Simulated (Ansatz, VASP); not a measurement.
## Au in VASP and in Ansatz

```
Au
1.0
     0.00000    2.02134    2.02134
     2.02134    0.00000    2.02134
     2.02134    2.02134    0.00000
Au
1
Direct
  0.00000 0.00000 0.00000
```

Alike in both runs: task single point; functional r2SCAN; k mesh 11 × 11 × 11; occupations fermi-dirac, width 0.05 eV; no spin polarisation.

```csv
,VASP,Ansatz
version,VASP 6.6.1,Ansatz 0.2.0
potentials or method,"VASP PAW PBE potentials, release 64 (Au)",Ansatz PAW
plane-wave cutoff (eV),520,500
valence electrons in the cell,11,19
```

|  | VASP | Ansatz | Ansatz less VASP |
| --- | --- | --- | --- |
| gap on the k mesh at the Fermi level (eV) | none | none | - |
| pressure (GPa) | 11.4 | 11.0 | -0.44 |

VASP's potentials were made for PBE, not for r2SCAN. A gap of «none» marks a metal or a gap that the smearing closes. VASP's potentials hold 11 valence electrons a cell and Ansatz's 19, so a difference there can come from the potentials and not from the codes.

Neither program's run includes spin-orbit coupling.
